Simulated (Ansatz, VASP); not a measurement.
# Two plane-wave programs on Sn4SeS3

```
CELL_PARAMETERS angstrom
-2.95419 2.95419 5.90256
2.95419 -2.95419 5.90256
2.95419 2.95419 -5.90256
ATOMIC_POSITIONS crystal
Sn 0.24415 0.24415 0.00000
Sn 0.00000 0.50000 0.50000
Sn 0.75585 0.75585 0.00000
Sn 0.50000 0.00000 0.50000
Se 0.50000 0.50000 0.00000
S 0.00000 0.00000 0.00000
S 0.75000 0.25000 0.50000
S 0.25000 0.75000 0.50000
```

Alike in both runs: functional PBE; k mesh 8 × 8 × 8; occupations gaussian, width 0.02 eV; no spin polarisation.

Ansatz relaxed the structure, and its values are those at the end. VASP's run is a single point on that final structure, the one shown.

```csv
,VASP,Ansatz
version,VASP 6.6.1,Ansatz 0.2.0
potentials or method,"VASP PAW PBE potentials, release 64 (Sn_d, Se, S), cutoff 520 eV","scalar-relativistic, plane waves, PAW"
valence electrons in the cell,80,90
```

|  | VASP | Ansatz | Ansatz less VASP |
| --- | --- | --- | --- |
| gap on the k mesh at the Fermi level (eV) | 0.16 | 0.16 | 0.000 |
| least direct gap on the mesh (eV) | 0.16 | 0.16 | 0.000 |
| pressure (GPa) | 0.0 | 0.0 | +0.04 |

VASP's potentials hold 80 valence electrons a cell and Ansatz's 90, so a difference there can come from the potentials and not from the codes.
